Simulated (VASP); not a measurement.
A run of VASP 6.6.1 is set up as follows.

Contents of INCAR:

```
PREC = Accurate ; ENCUT = 520
EDIFF = 1E-6 ; ISMEAR = 0
SIGMA = 0.1 ; LREAL = F
LASPH = T ; NELM = 100
ALGO = Normal ; ISIF = 2
LWAVE = F ; LCHARG = F
GGA = PE ; NBANDS = 33
```

The input KPOINTS:

```
regular mesh
0
Gamma
  4 4 4
```

The input POSCAR:

```
TaSi3
1.0
    0.0000000000      4.0508626100      4.0508626100
    4.0508626100      0.0000000000      4.0508626100
    4.0508626100      4.0508626100      0.0000000000
Ta Si
2 6
Direct
    0.5000000000      0.5000000000      0.5000000000
    0.2500000000      0.2500000000      0.2500000000
    0.1830526000      0.8169474000      0.8169474000
    0.8169474000      0.1830526000      0.1830526000
    0.8169474000      0.1830526000      0.8169474000
    0.1830526000      0.8169474000      0.1830526000
    0.8169474000      0.8169474000      0.1830526000
    0.1830526000      0.1830526000      0.8169474000
```

Potentials or basis: VASP PAW PBE potentials, release 64 (Ta_pv, Si).

Launch:

```bash
$ cat potpaw_PBE.64/Ta_pv/POTCAR potpaw_PBE.64/Si/POTCAR > POTCAR
$ mpirun -np 1 vasp_std > vasp.out
```

Problem. What does it give for the pressure?

Solution. 30.3 GPa.

Problem. Estimate the band gap on the k mesh.

Solution. Zero (band 23 reaches 8.20 eV, above the bottom of band 24 at 7.74 eV).

Forces in eV/Å, atoms in the order of the input:
```
Ta    0.000   0.000   0.000
Ta    0.000   0.000   0.000
Si  -10.855   0.000   0.000
Si   10.855   0.000   0.000
Si    0.000 -10.855   0.000
Si    0.000  10.855   0.000
Si    0.000   0.000 -10.855
Si    0.000   0.000  10.855
```

Caveat: spin-orbit coupling is left out, which moves the levels of the heavy elements; forces of over 1 eV/Å act on the atoms, so gaps and moduli don't describe the material at rest.
